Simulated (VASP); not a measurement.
Wanted: the native input for a VASP 6.6.1 run.

```yaml
Task: relaxation of cell and atoms
Functional: PBEsol
Potentials_or_basis: VASP PAW PBE potentials, release 64 (In_d, As)
Cutoff: 600 eV
k_mesh: 12 × 12 × 12
Occupations: fermi-dirac, width 0.15 eV
Spin: no spin polarisation
Target_pressure: 9 GPa
Dipole_correction: no
Further_INCAR_settings: ALGO = Normal; EDIFF = 1e-06; IBRION = 2; EDIFFG = -0.001; NSW = 80; ISIF = 3
```

The structure of InAs lies in POSCAR:

```
InAs
1.0
    0.0000000000      3.0437329617      3.0437329617
    3.0437329617      0.0000000000      3.0437329617
    3.0437329617      3.0437329617      0.0000000000
In As
1 1
Direct
    0.0000000000      0.0000000000      0.0000000000
    0.7500000000      0.7500000000      0.7500000000
```

The input as run:

INCAR

```
SYSTEM = InAs
PREC = Accurate ; ENCUT = 600
EDIFF = 1E-6 ; ISMEAR = -1
SIGMA = 0.15 ; LREAL = .False.
LASPH = .True. ; NELM = 100
ALGO = Normal ; ISIF = 3
LWAVE = .False. ; LCHARG = .False.
GGA = PS ; IBRION = 2
NSW = 80 ; EDIFFG = -0.001
PSTRESS = 90.0
```

KPOINTS

```
regular mesh
0
Gamma
  12 12 12
  0 0 0
```

Potentials or basis: VASP PAW PBE potentials, release 64 (In_d, As).

Run with:

```console
$ cat potpaw_PBE.64/In_d/POTCAR potpaw_PBE.64/As/POTCAR > POTCAR
$ mpirun -np 1 vasp_std > vasp.out
```

Results of the run:

| Item | Value |
| --- | --- |
| Relaxed volume | 25.02 Å³/atom |
| Relaxed cell | a = 4.136 Å, b = 4.136 Å, c = 4.136 Å, α = 60.00°, β = 60.00°, γ = 60.00° |
| Space group after relaxing (to 0.05 Å) | F-43m (No. 216) |
| Energy change on relaxing (the enthalpy is what falls) | +80.8 meV/atom |
| Ionic steps | 4 |
| Pressure after relaxing | 9.0 GPa |

Caveat: the cell is relaxed towards a set pressure, so the enthalpy falls and the energy may rise; the PAW data sets were made with another functional, which shifts forces and pressure a little.

Run time: 7.4 min on 1 thread of AMD EPYC 7R13, on a shared host, peak memory 0.24 GiB.
